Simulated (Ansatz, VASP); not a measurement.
InAs: VASP beside Ansatz

INCAR

```
SYSTEM = InAs
  PREC = Accurate
  ENCUT = 520
  EDIFF = 1E-6
  ISMEAR = 0
  SIGMA = 0.15
  LREAL = .False.
  LASPH = .True.
  NELM = 100
  ALGO = Normal
  ISIF = 2
  LWAVE = .False.
  LCHARG = .False.
  GGA = PS
  NBANDS = 16
```

Contents of KPOINTS:

```
regular mesh
0
Gamma
  16 16 16
  0 0 0
```

POSCAR

```
InAs
1.0
    0.0000000000      3.1092275775      2.8604893713
    3.1092275775      0.0000000000      2.8604893713
    3.1092275775      3.1092275775      0.0000000000
In As
1 1
Direct
    0.0000000000      0.0000000000      0.0000000000
    0.7500000000      0.7500000000      0.7500000000
```

Input for Ansatz:

```yaml
crystal:
  lattice:
    - [0.0, 3.1092275775, 2.8604893713]
    - [3.1092275775, 0.0, 2.8604893713]
    - [3.1092275775, 3.1092275775, 0.0]
  atoms:
    - { symbol: In, position: [0.0, 0.0, 0.0] }
    - { symbol: As, position: [0.75, 0.75, 0.75] }
basis:
  ecutwfc: 420
kpoints:
  mp_grid: { grid: [16, 16, 16] }
hamiltonian:
  xc: pbesol
scf:
  occupations: { method: gaussian, width: 0.15 }
output:
  forces: true
  stress: true
  eigenvalues: true
```

Alike in both runs: task single point; functional PBEsol; k mesh 16 × 16 × 16; occupations gaussian, width 0.15 eV; no spin polarisation.

|  | VASP | Ansatz |
| --- | --- | --- |
| version | VASP 6.6.1 | Ansatz 0.2.0 |
| potentials or method | VASP PAW PBE potentials, release 64 (In_d, As), cutoff 520 eV | scalar-relativistic, plane waves, PAW |
| valence electrons in the cell | 18 | 28 |

Ansatz gave:

* pressure (GPa): 1.0
* traceless stress, the component that is largest in VASP (GPa): 1.57

Problem. Which values does VASP return?

Solution. Pressure (GPa): 1.1; traceless stress, the component that is largest in VASP (GPa): 1.57.

VASP's potentials were made for PBE, not for PBEsol. The functional is the same, so the differences come from potentials, cutoffs and numerics. VASP's potentials hold 18 valence electrons a cell and Ansatz's 28, so a difference there can come from the potentials and not from the codes.
